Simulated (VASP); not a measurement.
# Hg (P6_3/mmc) in VASP: a series of runs

Hg is run at these levels: PBE; tasks: single point.

Program: VASP 6.6.1. These are calculated values, not measurements. Logs are shortened: lines on timing, memory, paths and dates and some standing lists are left out, and cuts for length are marked.

### Step 1. The cell of the first run

Symmetry: P6_3/mmc, No. 194, hexagonal system. The conventional cell has a = 3.235 Å, b = 3.235 Å, c = 5.538 Å, α = 90.00°, β = 90.00°, γ = 120.00°. Within 4.3 Å of Hg (site symmetry -6m2) lie 12 Hg at 3.24 to 3.34 Å.

### Step 2. Single point, PBE

INCAR

```
ALGO     = Normal         # electronic algorithm
EDIFF    = 1E-7           # SCF threshold, eV
ENCUT    = 520            # plane-wave cutoff, eV
GGA      = PE             # functional
ISIF     = 2              # what is computed and relaxed
ISMEAR   = -1             # smearing method
LASPH    = True           # aspherical terms in the spheres
LCHARG   = True           # write CHGCAR
LELF     = True           # ELF
LREAL    = False          # projectors in reciprocal space
LVHAR    = True         
LWAVE    = False          # write WAVECAR
NBANDS   = 19             # bands
NELM     = 100            # most SCF steps
PREC     = Accurate       # precision mode
SIGMA    = 0.02           # smearing width, eV
```

KPOINTS

```
k-points
0
Gamma
  6 6 4
```

POSCAR

```
Hg
1.0
    3.2353744056      0.0000000000      0.0000000000
   -1.6176872028      2.8019164260      0.0000000000
    0.0000000000      0.0000000000      5.5382539435
Hg
2
Direct
    0.6666666667      0.3333333333      0.7500000000
    0.3333333333      0.6666666667      0.2500000000
```

Potentials or basis: VASP PAW PBE potentials, release 64 (Hg).

The run is started by

```sh
> cat potpaw_PBE.64/Hg/POTCAR > POTCAR
> mpirun -np 1 vasp_std > vasp.out
```

OUTCAR:

```text
EDIFF = 1E-7
   ENCUT = 520
   GGA = PE
   ISIF = 2
   ISMEAR = -1
   LASPH = True
   LREAL = False
   NELM = 100
   PREC = Accurate

 ion  position               nearest neighbor table
   1  0.667  0.333  0.750-   2 3.34   2 3.34   2 3.34   2 3.34   2 3.34   2 3.34
   2  0.333  0.667  0.250-   1 3.34   1 3.34   1 3.34   1 3.34   1 3.34   1 3.34

  LATTYP: Found a hexagonal cell.
 ALAT       =     3.2353744056
 C/A-ratio  =     1.7117814661

  Lattice vectors:

 A1 = (   3.2353744056,   0.0000000000,   0.0000000000)
 A2 = (  -1.6176872028,   2.8019164260,   0.0000000000)
 A3 = (   0.0000000000,   0.0000000000,   5.5382539435)

Analysis of symmetry for initial positions (statically):
=====================================================================
 Subroutine PRICEL returns:
 Original cell was already a primitive cell.

 Routine SETGRP: Setting up the symmetry group for a
 hexagonal supercell.

 Subroutine GETGRP returns: Found 24 space group operations
 (whereof 12 operations were pure point group operations)
 out of a pool of 24 trial point group operations.

The static configuration has the point symmetry D_3d.
 The point group associated with its full space group is D_6h.

Analysis of symmetry for dynamics (positions and initial velocities):
=====================================================================
 Subroutine PRICEL returns:
 Original cell was already a primitive cell.

 Routine SETGRP: Setting up the symmetry group for a
 hexagonal supercell.

 Subroutine GETGRP returns: Found 24 space group operations
 (whereof 12 operations were pure point group operations)
 out of a pool of 24 trial point group operations.

The dynamic configuration has the point symmetry D_3d.
 The point group associated with its full space group is D_6h.

 Subroutine INISYM returns: Found 24 space group operations
 (whereof 12 operations are pure point group operations),
 and found     1 'primitive' translations

----------------------------------------------------------------------------------------

                                     Primitive cell

  volume of cell :      50.2056

  direct lattice vectors                    reciprocal lattice vectors
     3.235374406  0.000000000  0.000000000     0.309083239  0.178449291  0.000000000
    -1.617687203  2.801916426  0.000000000     0.000000000  0.356898582  0.000000000
     0.000000000  0.000000000  5.538253943     0.000000000  0.000000000  0.180562323

  length of vectors
     3.235374406  3.235374406  5.538253943     0.356898582  0.356898582  0.180562323

  position of ions in fractional coordinates (direct lattice)
     0.666666667  0.333333333  0.750000000
     0.333333333  0.666666667  0.250000000

  ion indices of the primitive-cell ions
   primitive index   ion index
                 1           1
                 2           2

----------------------------------------------------------------------------------------

 KPOINTS: k-points

Automatic generation of k-mesh.
 Grid dimensions read from file:
 generate k-points for:    6    6    4

 Generating k-lattice:

  Cartesian coordinates                     Fractional coordinates (reciprocal lattice)
     0.051513873  0.029741549  0.000000000     0.166666667  0.000000000  0.000000000
     0.000000000  0.059483097  0.000000000     0.000000000  0.166666667  0.000000000
     0.000000000  0.000000000  0.045140581     0.000000000  0.000000000  0.250000000

  Length of vectors
     0.059483097  0.059483097  0.045140581

  Shift w.r.t. Gamma in fractional coordinates (k-lattice)
     0.000000000  0.000000000  0.000000000

 Subroutine IBZKPT returns following result:
 ===========================================

 Found     21 irreducible k-points:

 Following reciprocal coordinates:
            Coordinates               Weight
  0.000000  0.000000  0.000000      1.000000
  0.166667  0.000000  0.000000      6.000000
  0.333333  0.000000  0.000000      6.000000
  0.500000  0.000000  0.000000      3.000000
  0.166667  0.166667  0.000000      6.000000
  0.333333  0.166667  0.000000     12.000000
[... 13 lines left out ...]
  0.333333  0.166667  0.500000     12.000000
  0.333333  0.333333  0.500000      2.000000
   k-points           NKPTS =     21   k-points in BZ     NKDIM =     21   number of bands    NBANDS=     19
   number of dos      NEDOS =    301   number of ions     NIONS =      2
   total plane-waves  NPLWV =  24192
   dimension x,y,z NGX =    24 NGY =   24 NGZ =   42
   dimension x,y,z NGXF=    48 NGYF=   48 NGZF=   84
   ions per type =               2
   NGX,Y,Z   is equivalent  to a cutoff of  12.33, 12.33, 12.61 a.u.
   NGXF,Y,Z  is equivalent  to a cutoff of  24.66, 24.66, 25.21 a.u.
 SYSTEM =  unknown system
   PREC   = accura    normal or accurate (medium, high low for compatibility)
   ISTART =      0    job   : 0-new  1-cont  2-samecut
   ICHARG =      2    charge: 1-file 2-atom 10-const
   ISPIN  =      1    spin polarized calculation?
   LNONCOLLINEAR =      F non collinear calculations
   LSORBIT =      F    spin-orbit coupling
   LASPH  =      T    aspherical Exc in radial PAW
   ENCUT  =  520.0 eV  38.22 Ry    6.18 a.u.   6.02  6.02 10.30*2*pi/ulx,y,z
   NELM   =    100;   NELMIN=  2; NELMDL= -5     # of ELM steps
   EDIFF  = 0.1E-06   stopping-criterion for ELM
   LREAL  =      F    real-space projection
   EDIFFG = 0.1E-05   stopping-criterion for IOM
   NSW    =      0    number of steps for IOM
   IBRION =     -1    ionic relax: 0-MD 1-quasi-New 2-CG
   NFREE  =      0    steps in history (QN), initial steepest desc. (CG)
   ISIF   =      2    stress and relaxation
   ISYM   =      2    0-nonsym 1-usesym 2-fastsym
   POTIM  = 0.5000    time-step for ionic-motion
   TEBEG  =    0.0;   TEEND  =   0.0 temperature during run
   PSTRESS=    0.0 pullay stress
   NELECT =      24.0000    total number of electrons
   NUPDOWN=      -1.0000    fix difference up-down
   EMIN   =  10.00;   EMAX   =-10.00  energy-range for DOS
   EFERMI =   0.00;   METHOD = LEGACY
   ISMEAR =    -1;   SIGMA  =   0.02  broadening in eV -4-tet -1-fermi 0-gaus
   EFERMI_NEDOS =   21; number of points for ismear=-14 and -15
   IALGO  =     38    algorithm
   IMIX   =      4    mixing-type and parameters
     AMIX     =   0.40;   BMIX     =  1.00
     AMIX_MAG =   1.60;   BMIX_MAG =  1.00
  volume/ion in A,a.u.               =      25.10       169.40
  Fermi-wavevector in a.u.,A,eV,Ry     =   1.280052  2.418948 22.293607  1.638534
  Thomas-Fermi vector in A             =   2.412502
   LORBIT       =      0    0 simple, 1 ext, 2 COOP (PROOUT), +10 PAW based schemes
   GGA     = PE    functional components
   LHFCALC =     F    Hartree Fock is set to
   AEXX    =    0.0000 exact exchange contribution
   IVDW    =     0    specifies the selected vdW correction
   LEPSILON=     F    determine dielectric tensor
   LRPA    =     F    only Hartree local field effects (RPA)
 non-spin polarized calculation
  energy-cutoff  :      520.00
  volume of cell :       50.21
 maximum number of plane-waves:      1392
   NGX = 13   NGY = 13   NGZ = 21

 number of electron      23.9999995 magnetization

 Free energy of the ion-electron system (eV)
  ---------------------------------------------------
  ext. energy  EPLUGINS =         0.00000000
  ---------------------------------------------------
  free energy    TOTEN  =        -0.25260022 eV

  energy without entropy =       -0.24954795  energy(sigma->0) =       -0.25107408

 E-fermi :   1.9829     XC(G=0): -10.5275

 val. band max:        1.9669191962   @ k =   0.5000   0.0000   0.5000
 cond. band min:       2.0175185058   @ k =   0.3333   0.1667   0.0000
 fundamental gap:      0.0505993095
 Fermi energy:         1.9829108723

 k-point     1 :       0.0000    0.0000    0.0000
  band No.  band energies     occupation
      1      -6.2967      2.00000
      2      -5.4859      2.00000
      3      -4.6719      2.00000
      4      -4.5266      2.00000
      5      -4.5266      2.00000
      6      -4.4298      2.00000
[... 11 lines left out ...]
     18      16.8387      0.00000
     19      17.1841      0.00000

 k-point     2 :       0.1667    0.0000    0.0000
  band No.  band energies     occupation
      1      -5.7090      2.00000
      2      -5.2042      2.00000
      3      -4.6985      2.00000
      4      -4.5168      2.00000
      5      -4.3647      2.00000
      6      -4.3202      2.00000
[... 11 lines left out ...]
     18      15.5482      0.00000
     19      16.4098      0.00000

 k-point     3 :       0.3333    0.0000    0.0000
  band No.  band energies     occupation
      1      -5.2573      2.00000
      2      -5.1522      2.00000
      3      -4.8348      2.00000
      4      -4.4022      2.00000
      5      -4.3791      2.00000
      6      -4.2395      2.00000
[... 11 lines left out ...]
     18      14.7451      0.00000
     19      15.2761      0.00000

 k-point     4 :       0.5000    0.0000    0.0000
  band No.  band energies     occupation
      1      -5.3869      2.00000
      2      -5.2169      2.00000
      3      -5.0637      2.00000
      4      -4.4568      2.00000
      5      -4.3491      2.00000
      6      -4.2405      2.00000
[... 11 lines left out ...]
     18      14.2388      0.00000
     19      14.6238      0.00000

 k-point     5 :       0.1667    0.1667    0.0000
  band No.  band energies     occupation
      1      -4.9829      2.00000
      2      -4.9084      2.00000
      3      -4.7174      2.00000
      4      -4.6505      2.00000
      5      -4.4935      2.00000
      6      -4.4456      2.00000
[... 11 lines left out ...]
     18      13.5120      0.00000
     19      14.3735      0.00000

 k-point     6 :       0.3333    0.1667    0.0000
  band No.  band energies     occupation
      1      -5.0864      2.00000
      2      -4.9880      2.00000
      3      -4.9237      2.00000
      4      -4.5131      2.00000
      5      -4.3113      2.00000
      6      -4.2634      2.00000
[... 11 lines left out ...]
     18      11.4708      0.00000
     19      13.1844      0.00000

 k-point     7 :       0.3333    0.3333    0.0000
  band No.  band energies     occupation
      1      -5.0224      2.00000
      2      -4.6789      2.00000
      3      -4.6789      2.00000
      4      -4.4668      2.00000
      5      -4.4668      2.00000
      6      -4.4583      2.00000
[... 11 lines left out ...]
     18       8.3518      0.00000
     19      11.4668      0.00000

 k-point     8 :       0.0000    0.0000    0.2500
  band No.  band energies     occupation
      1      -5.9792      2.00000
      2      -5.4487      2.00000
      3      -4.6523      2.00000
      4      -4.5508      2.00000
      5      -4.5508      2.00000
      6      -4.4710      2.00000
[... 190 lines left out ...]
 k-point    17 :       0.3333    0.0000    0.5000
  band No.  band energies     occupation
      1      -5.1648      2.00000
      2      -5.1648      2.00000
      3      -4.8882      2.00000
      4      -4.8882      2.00000
      5      -4.0458      2.00000
      6      -4.0458      2.00000
[... 11 lines left out ...]
     18      12.2933      0.00000
     19      14.8991      0.00000

 k-point    18 :       0.5000    0.0000    0.5000
  band No.  band energies     occupation
      1      -5.3119      2.00000
      2      -5.3119      2.00000
      3      -5.0103      2.00000
      4      -5.0103      2.00000
      5      -4.0423      2.00000
      6      -4.0423      2.00000
[... 11 lines left out ...]
     18      11.4207      0.00000
     19      14.4182      0.00000

 k-point    19 :       0.1667    0.1667    0.5000
  band No.  band energies     occupation
      1      -4.9089      2.00000
      2      -4.9089      2.00000
      3      -4.6246      2.00000
      4      -4.6246      2.00000
      5      -4.5595      2.00000
      6      -4.5595      2.00000
[... 11 lines left out ...]
     18      10.7656      0.00000
     19      18.1616      0.00000

 k-point    20 :       0.3333    0.1667    0.5000
  band No.  band energies     occupation
      1      -5.0654      2.00000
      2      -5.0654      2.00000
      3      -4.8360      2.00000
      4      -4.8360      2.00000
      5      -4.2052      2.00000
      6      -4.2052      2.00000
[... 11 lines left out ...]
     18      11.5178      0.00000
     19      16.3818      0.00000

 k-point    21 :       0.3333    0.3333    0.5000
  band No.  band energies     occupation
      1      -4.9185      2.00000
      2      -4.9185      2.00000
      3      -4.5765      2.00000
      4      -4.5765      2.00000
      5      -4.3270      2.00000
      6      -4.3270      2.00000
[... 11 lines left out ...]
     18      12.7673      0.00000
     19      15.5930      0.00000

------------------------ aborting loop because EDIFF is reached ----------------------------------------

  FORCE on cell =-STRESS in cart. coord.  units (eV):
  Direction    XX          YY          ZZ          XY          YZ          ZX
  --------------------------------------------------------------------------------------
  -------------------------------------------------------------------------------------
  Total        0.4214135      0.4214135      1.2856900      0.0000000     -0.0000000      0.0000000
  in kB       13.4482704     13.4482704     41.0293158      0.0000000     -0.0000000      0.0000000
  external PRESSURE =      22.6419522 kB  Pullay stress =       0.0000000 kB

 VOLUME and BASIS-vectors are now :
 -----------------------------------------------------------------------------
  energy-cutoff  :      520.00
  volume of cell :       50.21
      direct lattice vectors                 reciprocal lattice vectors
     3.235374406  0.000000000  0.000000000     0.309083239  0.178449291  0.000000000
    -1.617687203  2.801916426  0.000000000     0.000000000  0.356898582  0.000000000
     0.000000000  0.000000000  5.538253943     0.000000000  0.000000000  0.180562323

 POSITION                                       TOTAL-FORCE (eV/Angst)
 -----------------------------------------------------------------------------------
      1.61769      0.93397      4.15369         0.000000      0.000000      0.000000
     -0.00000      1.86794      1.38456        -0.000000      0.000000      0.000000
 -----------------------------------------------------------------------------------
    total drift:                               -0.000000      0.000000     -0.000000

  FREE ENERGIE OF THE ION-ELECTRON SYSTEM (eV)
  ---------------------------------------------------
  free  energy   TOTEN  =        -0.2526002156 eV

  energy  without entropy=       -0.2495479460  energy(sigma->0) =       -0.25107408
```

Run time: 20 s. Hardware: 1 thread of AMD EPYC 7R13 (Zen 3), shared host; peak memory 0.14 GiB.

What came out:

```
Free energy            : -0.2526 eV
Pressure               : 2.3 GPa
Band gap on the k mesh : zero (band 12 reaches 2.02 eV, above the bottom of band 13 at 0.74 eV)
```

Stress tensor (GPa, compression positive):
```
1.34 0.00 0.00
0.00 1.34 0.00
0.00 0.00 4.10
```

Caveat: the k points lie up to 0.37 Å⁻¹ apart; spin-orbit coupling is left out, which moves the levels of the heavy elements.

### Step 3. Single point, PBE

INCAR

```
PREC = Accurate
ENCUT = 520
EDIFF = 1E-6
ISMEAR = -1
SIGMA = 0.2
LREAL = False
LASPH = True
NELM = 60
ALGO = Normal
ISIF = 2
LWAVE = False
LCHARG = True
GGA = PE
LELF = True
LVHAR = True
NBANDS = 19
```

KPOINTS

```
regular mesh
0
Gamma
  6 6 4
```

POSCAR is that of step 2.

Potentials or basis: VASP PAW PBE potentials, release 64 (Hg).

The run is started by

```sh
> cat potpaw_PBE.64/Hg/POTCAR > POTCAR
> mpirun -np 1 vasp_std > vasp.out
```

It took 20 s on 1 thread of AMD EPYC 7R13 (Zen 3), shared host; peak memory 0.13 GiB.

Results (log left out):

| Quantity | Value |
| --- | --- |
| Free energy | -0.3063 eV |
| Pressure | 2.6 GPa |
| Band gap on the k mesh | zero (band 12 reaches 2.02 eV, above the bottom of band 13 at 0.74 eV) |

Stress tensor (GPa, compression positive):
```
2.13 0.00 0.00
0.00 2.13 0.00
0.00 0.00 3.60
```

Levels at points of the mesh, in eV from the Fermi level:
```tsv
k point	band 10	band 11	band 12	band 13	band 14	band 15
(0.00, 0.00, 0.00)	-5.68	-5.68	-2.01	-1.32	12.89	12.91
(0.50, 0.00, 0.00)	-5.47	-2.01	-1.76	2.36	2.73	4.06
(0.00, 0.00, 0.50)	-5.86	-5.86	-5.86	5.71	5.71	13.71
(0.50, 0.00, 0.50)	-5.49	-0.98	-0.98	-0.10	-0.10	9.07
```

Caveat: the k points lie up to 0.37 Å⁻¹ apart; spin-orbit coupling is left out, which moves the levels of the heavy elements.
